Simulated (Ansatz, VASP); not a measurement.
## One calculation of CoO, two programs

Contents of INCAR:

```
PREC     = Accurate       # precision mode
ENCUT    = 520            # plane-wave cutoff, eV
EDIFF    = 1E-6           # SCF threshold, eV
ISMEAR   = 0              # smearing method
SIGMA    = 0.1            # smearing width, eV
LREAL    = F              # projectors in reciprocal space
LASPH    = T              # aspherical terms in the spheres
NELM     = 150            # most SCF steps
ALGO     = Normal         # electronic algorithm
ISIF     = 2              # what is computed and relaxed
LWAVE    = F              # write WAVECAR
LCHARG   = F              # write CHGCAR
ISPIN    = 2              # spin polarisation
MAGMOM   = 2.74 0.35      # initial moments
LORBIT   = 11             # projections on sites
LMAXMIX  = 4              # l up to which the mixer works
GGA      = PE             # functional
NBANDS   = 18             # bands
```

File KPOINTS:

```
regular mesh
0
Gamma
  16 16 16
```

File POSCAR:

```
CoO
1.0
    0.0000000000      2.1026989672      2.1026989672
    2.1026989672      0.0000000000      2.1026989672
    2.1026989672      2.1026989672      0.0000000000
Co O
1 1
Direct
    0.0000000000      0.0000000000      0.0000000000
    0.5000000000      0.5000000000      0.5000000000
```

Input for Ansatz:

```yaml
crystal:
  lattice:
    - [0.0, 2.102698967, 2.102698967]
    - [2.102698967, 0.0, 2.102698967]
    - [2.102698967, 2.102698967, 0.0]
  atoms:
    - { symbol: Co, position: [0.0, 0.0, 0.0], spin: 2.74 }
    - { symbol: O, position: [0.5, 0.5, 0.5], spin: 0.35 }
basis:
  ecutwfc: 420
kpoints:
  mp_grid: { grid: [16, 16, 16] }
hamiltonian:
  xc: pbe
scf:
  occupations: { method: gaussian, width: 0.1 }
output:
  forces: true
  stress: true
  eigenvalues: true
  populations: true
magnetization:
  spin_polarized: true
```

Alike in both runs: task single point; functional PBE; k mesh 16 × 16 × 16; occupations gaussian, width 0.1 eV; collinear spin.

|  | VASP | Ansatz |
| --- | --- | --- |
| version | VASP 6.6.1 | Ansatz 0.2.0 |
| potentials or method | VASP PAW PBE potentials, release 64 (Co, O), cutoff 520 eV | scalar-relativistic, plane waves, PAW |
| valence electrons in the cell | 15 | 23 |

VASP gave:

| Quantity | Value |
| --- | --- |
| gap on the k mesh at the Fermi level (eV) | none |
| pressure (GPa) | 4.3 |
| net moment per atom (μB) | 1.38 |
| size of the moment on the site where the two differ most (μB) | 2.46 |

What did Ansatz give for the same quantities?

gap on the k mesh at the Fermi level (eV): none; pressure (GPa): 5.1; net moment per atom (μB): 1.41; size of the moment on the site where the two differ most (μB): 2.41.

Site moments also hang on the region over which each program counts them. A gap of «none» marks a metal or a gap that the smearing closes. VASP's potentials hold 15 valence electrons a cell and Ansatz's 23, so a difference there can come from the potentials and not from the codes.
